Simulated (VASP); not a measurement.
# CoO (P3m1) in VASP: further runs

CoO is run at these levels: LDA+U, LDA; tasks: single point, electric field gradients.

Everything below comes from runs of VASP 6.6.1. Logs are shortened: lines on timing, memory, paths and dates and some standing lists are left out, and cuts for length are marked.

### Step 1. The cell of the first run

The typed cell holds 4 atoms: a = 3.198 Å, b = 3.198 Å, c = 5.229 Å, α = 90.00°, β = 90.00°, γ = 120.00°.

### Step 2. Single point, LDA+U, collinear spin, antiferromagnetic start

INCAR

```
SYSTEM = CoO
PREC = Accurate
ENCUT = 520
EDIFF = 1E-7
ISMEAR = 0
SIGMA = 0.1
LREAL = .False.
LASPH = .True.
NELM = 150
ALGO = Normal
ISIF = 2
LWAVE = .False.
LCHARG = .False.
ISPIN = 2
MAGMOM = 2 -2 0 0
LORBIT = 11
LMAXMIX = 4
LDAU = .True.
LDAUTYPE = 2
LDAUL = 2 -1
LDAUU = 5.3 0
LDAUJ = 0 0
LDAUPRINT = 1
GGA = CA
NBANDS = 27
```

KPOINTS

```
Automatic mesh
0
Gamma
  10 10 5
  0 0 0
```

POSCAR

```
CoO
1.0
    3.1976457435      0.0000000000      0.0000000000
   -1.5988228718      2.7692424462      0.0000000000
    0.0000000000      0.0000000000      5.2287097100
Co O
2 2
Direct
    0.3333333333      0.6666666667      0.5033624100
    0.0000000000      0.0000000000      0.0034741400
    0.3333333333      0.6666666667      0.8715556000
    0.0000000000      0.0000000000      0.3716088500
```

Potentials or basis: VASP PAW LDA potentials, release 64 (Co, O).

On the command line:

```bash
$ cat potpaw_LDA.64/Co/POTCAR potpaw_LDA.64/O/POTCAR > POTCAR
$ mpirun -np 1 vasp_std > vasp.out
```

OUTCAR:

```text
SYSTEM = CoO
   PREC = Accurate
   ENCUT = 520
   EDIFF = 1E-7
   ISMEAR = 0
   LREAL = .False.
   LASPH = .True.
   NELM = 150
   ISIF = 2
   ISPIN = 2
   LORBIT = 11
   GGA = CA

 ion  position               nearest neighbor table
   1  0.333  0.667  0.503-   3 1.93   4 1.97   4 1.97   4 1.97
   2  0.000  0.000  0.003-   4 1.92   3 1.97   3 1.97   3 1.97
   3  0.333  0.667  0.872-   1 1.93   2 1.97   2 1.97   2 1.97
   4  0.000  0.000  0.372-   2 1.92   1 1.97   1 1.97   1 1.97

  LATTYP: Found a hexagonal cell.
 ALAT       =     3.1976457435
 C/A-ratio  =     1.6351747909

  Lattice vectors:

 A1 = (   3.1976457435,   0.0000000000,   0.0000000000)
 A2 = (  -1.5988228718,   2.7692424462,   0.0000000000)
 A3 = (   0.0000000000,   0.0000000000,   5.2287097100)

Analysis of symmetry for initial positions (statically):
=====================================================================
 Subroutine PRICEL returns:
 Original cell was already a primitive cell.

 Routine SETGRP: Setting up the symmetry group for a
 hexagonal supercell.

 Subroutine GETGRP returns: Found  6 space group operations
 (whereof  6 operations were pure point group operations)
 out of a pool of 24 trial point group operations.

The static configuration has the point symmetry C_3v.

Analysis of symmetry for dynamics (positions and initial velocities):
=====================================================================
 Subroutine PRICEL returns:
 Original cell was already a primitive cell.

 Routine SETGRP: Setting up the symmetry group for a
 hexagonal supercell.

 Subroutine GETGRP returns: Found  6 space group operations
 (whereof  6 operations were pure point group operations)
 out of a pool of 24 trial point group operations.

The dynamic configuration has the point symmetry C_3v.

Analysis of structural, dynamic, and magnetic symmetry:
=====================================================================
 Subroutine PRICEL returns:
 Original cell was already a primitive cell.

 Routine SETGRP: Setting up the symmetry group for a
 hexagonal supercell.

 Subroutine GETGRP returns: Found  6 space group operations
 (whereof  6 operations were pure point group operations)
 out of a pool of 24 trial point group operations.

The overall configuration has the point symmetry C_3v.

 Subroutine INISYM returns: Found  6 space group operations
 (whereof  6 operations are pure point group operations),
 and found     1 'primitive' translations

----------------------------------------------------------------------------------------

                                     Primitive cell

  volume of cell :      46.3005

  direct lattice vectors                    reciprocal lattice vectors
     3.197645743  0.000000000  0.000000000     0.312730077  0.180554794  0.000000000
    -1.598822872  2.769242446  0.000000000     0.000000000  0.361109588  0.000000000
     0.000000000  0.000000000  5.228709710     0.000000000  0.000000000  0.191251773

  length of vectors
     3.197645743  3.197645744  5.228709710     0.361109588  0.361109588  0.191251773

  position of ions in fractional coordinates (direct lattice)
     0.333333333  0.666666667  0.503362410
     0.000000000  0.000000000  0.003474140
     0.333333333  0.666666667  0.871555600
     0.000000000  0.000000000  0.371608850

[... 140 lines left out ...]
  0.0000  0.4092  0.0000 -0.0000  0.4304

 occupancies and eigenvectors

  o =  0.1185  v =  0.0000  0.0000  0.0000  0.0000  0.0000  0.6792 -0.3154 -0.0000 -0.5176  0.4138      0.0000  0.0000  0.0000  0.0000  0.0000  0.0000  0.0000  0.0000  0.0000  0.0000
  o =  0.1185  v =  0.0000  0.0000  0.0000  0.0000  0.0000 -0.4138 -0.5176  0.0000  0.3154  0.6792      0.0000  0.0000  0.0000  0.0000  0.0000  0.0000  0.0000  0.0000  0.0000  0.0000
  o =  0.1344  v =  0.0000  0.0000  0.0000  0.0000  0.0000  0.0000 -0.0000  1.0000 -0.0000  0.0000      0.0000  0.0000  0.0000  0.0000  0.0000  0.0000  0.0000  0.0000  0.0000  0.0000
  o =  0.9673  v =  0.0000  0.0000  0.0000  0.0000  0.0000 -0.5177 -0.4137 -0.0000 -0.6793 -0.3153      0.0000  0.0000  0.0000  0.0000  0.0000  0.0000  0.0000  0.0000  0.0000  0.0000
  o =  0.9673  v =  0.0000  0.0000  0.0000  0.0000  0.0000  0.3153 -0.6793  0.0000  0.4137 -0.5177      0.0000  0.0000  0.0000  0.0000  0.0000  0.0000  0.0000  0.0000  0.0000  0.0000
  o =  0.9742  v =  0.4789  0.4307 -0.0000  0.7071  0.2917  0.0000  0.0000  0.0000  0.0000  0.0000      0.0000  0.0000  0.0000  0.0000  0.0000  0.0000  0.0000  0.0000  0.0000  0.0000
  o =  0.9742  v =  0.2917 -0.7071 -0.0000  0.4307 -0.4789  0.0000  0.0000  0.0000  0.0000  0.0000      0.0000  0.0000  0.0000  0.0000  0.0000  0.0000  0.0000  0.0000  0.0000  0.0000
  o =  0.9974  v =  0.0000 -0.0000 -1.0000 -0.0000  0.0000  0.0000  0.0000  0.0000  0.0000  0.0000      0.0000  0.0000  0.0000  0.0000  0.0000  0.0000  0.0000  0.0000  0.0000  0.0000
  o =  0.9975  v =  0.7072 -0.2917  0.0000 -0.4789  0.4307  0.0000  0.0000  0.0000  0.0000  0.0000      0.0000  0.0000  0.0000  0.0000  0.0000  0.0000  0.0000  0.0000  0.0000  0.0000
  o =  0.9975  v = -0.4307 -0.4789 -0.0000  0.2917  0.7072  0.0000  0.0000  0.0000  0.0000  0.0000      0.0000  0.0000  0.0000  0.0000  0.0000  0.0000  0.0000  0.0000  0.0000  0.0000

atom =   2  type =  1  l = 2

 onsite density matrix

spin component  1

  0.4306 -0.0000  0.0000 -0.4093 -0.0000
 -0.0000  0.6552 -0.0000 -0.0000 -0.4093
  0.0000 -0.0000  0.1344 -0.0000  0.0000
 -0.4093 -0.0000 -0.0000  0.6552  0.0000
 -0.0000 -0.4093  0.0000  0.0000  0.4306

spin component  2

  0.9901  0.0000  0.0000  0.0108  0.0000
  0.0000  0.9815  0.0000 -0.0000  0.0108
  0.0000  0.0000  0.9975  0.0000  0.0000
  0.0108 -0.0000  0.0000  0.9815 -0.0000
  0.0000  0.0108  0.0000 -0.0000  0.9901

 occupancies and eigenvectors

  o =  0.1185  v =  0.6793  0.3152 -0.0000  0.5180  0.4134  0.0000  0.0000  0.0000  0.0000  0.0000      0.0000  0.0000  0.0000  0.0000  0.0000  0.0000  0.0000  0.0000  0.0000  0.0000
  o =  0.1185  v = -0.4134  0.5180  0.0000 -0.3152  0.6793  0.0000  0.0000  0.0000  0.0000  0.0000      0.0000  0.0000  0.0000  0.0000  0.0000  0.0000  0.0000  0.0000  0.0000  0.0000
  o =  0.1344  v =  0.0000  0.0000  1.0000  0.0000  0.0000  0.0000  0.0000  0.0000  0.0000  0.0000      0.0000  0.0000  0.0000  0.0000  0.0000  0.0000  0.0000  0.0000  0.0000  0.0000
  o =  0.9673  v = -0.5179  0.4136 -0.0000  0.6791 -0.3154  0.0000  0.0000  0.0000  0.0000  0.0000      0.0000  0.0000  0.0000  0.0000  0.0000  0.0000  0.0000  0.0000  0.0000  0.0000
  o =  0.9673  v =  0.3154  0.6791  0.0000 -0.4136 -0.5179  0.0000  0.0000  0.0000  0.0000  0.0000      0.0000  0.0000  0.0000  0.0000  0.0000  0.0000  0.0000  0.0000  0.0000  0.0000
  o =  0.9742  v =  0.0000  0.0000  0.0000  0.0000  0.0000  0.4795 -0.4304 -0.0000 -0.7068  0.2920      0.0000  0.0000  0.0000  0.0000  0.0000  0.0000  0.0000  0.0000  0.0000  0.0000
  o =  0.9742  v =  0.0000  0.0000  0.0000  0.0000  0.0000  0.2920  0.7068 -0.0000 -0.4304 -0.4795      0.0000  0.0000  0.0000  0.0000  0.0000  0.0000  0.0000  0.0000  0.0000  0.0000
  o =  0.9975  v =  0.0000  0.0000  0.0000  0.0000  0.0000  0.0000  0.0000 -1.0000  0.0000  0.0000      0.0000  0.0000  0.0000  0.0000  0.0000  0.0000  0.0000  0.0000  0.0000  0.0000
  o =  0.9975  v =  0.0000  0.0000  0.0000  0.0000  0.0000  0.7067  0.2921  0.0000  0.4795  0.4304      0.0000  0.0000  0.0000  0.0000  0.0000  0.0000  0.0000  0.0000  0.0000  0.0000
  o =  0.9975  v =  0.0000  0.0000  0.0000  0.0000  0.0000 -0.4304  0.4795 -0.0000 -0.2921  0.7067      0.0000  0.0000  0.0000  0.0000  0.0000  0.0000  0.0000  0.0000  0.0000  0.0000

 number of electron      30.0000008 magnetization      -0.0000000

 Free energy of the ion-electron system (eV)
  ---------------------------------------------------
  ext. energy  EPLUGINS =         0.00000000
  ---------------------------------------------------
  free energy    TOTEN  =       -25.76056649 eV

  energy without entropy =      -25.76056649  energy(sigma->0) =      -25.76056649

 E-fermi :   5.1028     XC(G=0): -11.5700

 val. band max:        4.6293341901   @ k =   0.0000   0.0000   0.4000
 cond. band min:       6.0889952266   @ k =   0.0000   0.0000   0.0000
 fundamental gap:      1.4596610365
 Fermi energy:         5.1027866247

 spin component 1

 k-point     1 :       0.0000    0.0000    0.0000
  band No.  band energies     occupation
      1     -13.4273      1.00000
      2     -12.7330      1.00000
      3      -1.5627      1.00000
      4      -1.5627      1.00000
      5      -1.3618      1.00000
      6      -0.7288      1.00000
[... 1433 lines left out ...]
     26      19.9446      0.00000
     27      21.1952      0.00000

 [... further k-points ...]

------------------------ aborting loop because EDIFF is reached ----------------------------------------

  FORCE on cell =-STRESS in cart. coord.  units (eV):
  Direction    XX          YY          ZZ          XY          YZ          ZX
  --------------------------------------------------------------------------------------
  -------------------------------------------------------------------------------------
  Total       -1.3395156     -1.3395156     -1.3621435      0.0000000      0.0000000      0.0000000
  in kB      -46.3524292    -46.3524292    -47.1354430      0.0000000      0.0000000      0.0000000
  external PRESSURE =     -46.6134338 kB  Pullay stress =       0.0000000 kB

 VOLUME and BASIS-vectors are now :
 -----------------------------------------------------------------------------
  energy-cutoff  :      520.00
  volume of cell :       46.30
      direct lattice vectors                 reciprocal lattice vectors
     3.197645743  0.000000000  0.000000000     0.312730077  0.180554794  0.000000000
    -1.598822872  2.769242446  0.000000000     0.000000000  0.361109588  0.000000000
     0.000000000  0.000000000  5.228709710     0.000000000  0.000000000  0.191251773

 POSITION                                       TOTAL-FORCE (eV/Angst)
 -----------------------------------------------------------------------------------
     -0.00000      1.84616      2.63194         0.000000     -0.000000     -0.181523
      0.00000      0.00000      0.01817         0.000000      0.000000     -0.191446
     -0.00000      1.84616      4.55711         0.000000      0.000000      0.187761
      0.00000      0.00000      1.94303        -0.000000      0.000000      0.185207
 -----------------------------------------------------------------------------------
    total drift:                               -0.000000     -0.000001     -0.000801

  FREE ENERGIE OF THE ION-ELECTRON SYSTEM (eV)
  ---------------------------------------------------
  free  energy   TOTEN  =       -25.7605664908 eV

  energy  without entropy=      -25.7605664908  energy(sigma->0) =      -25.76056649

 total charge

# of ion       s       p       d       tot
------------------------------------------
    1        0.366   0.456   7.218   8.040
    2        0.366   0.456   7.218   8.040
    3        1.534   3.468   0.000   5.002
    4        1.534   3.469   0.000   5.002
--------------------------------------------------
tot          3.799   7.849  14.436  26.084

 magnetization (x)

# of ion       s       p       d       tot
------------------------------------------
    1        0.011   0.041   2.632   2.683
    2       -0.011  -0.041  -2.632  -2.683
    3       -0.007  -0.075   0.000  -0.082
    4        0.007   0.075   0.000   0.082
--------------------------------------------------
tot          0.000  -0.000   0.000   0.000
```

It took 75 s on 1 thread of AMD EPYC 9R45 (Zen 5), shared host; peak memory 0.19 GiB.

Results:

```
Free energy                                           : -25.7606 eV
Pressure                                              : -4.7 GPa
Largest force                                         : 0.191 eV/Å
Band gap on the k mesh                                : 1.46 eV (least direct gap 1.56 eV)
Net moment                                            : 0.00 μB per cell
Site moments                                          : Co +2.68, -2.68; O -0.08, +0.08 μB
Valence electrons inside the program's atomic spheres : Co 8.04; O 5.00
```

Forces on the atoms (eV/Å):
```
Co   0.000  0.000 -0.182
Co   0.000  0.000 -0.191
O    0.000  0.000  0.188
O    0.000  0.000  0.185
```

Eigenvalues of the final occupation matrices:
| site | spin | trace | eigenvalues |
| --- | --- | --- | --- |
| site 1 d | 1 | 4.94 | 0.97 0.97 1.00 1.00 1.00 |
| site 1 d | 2 | 2.31 | 0.12 0.12 0.13 0.97 0.97 |
| site 2 d | 1 | 2.31 | 0.12 0.12 0.13 0.97 0.97 |
| site 2 d | 2 | 4.94 | 0.97 0.97 1.00 1.00 1.00 |

Caveat: the cell stands under tension; an odd mesh through Γ misses points on the zone boundary, where band edges can lie.

(Continued in part 2 of 2.)
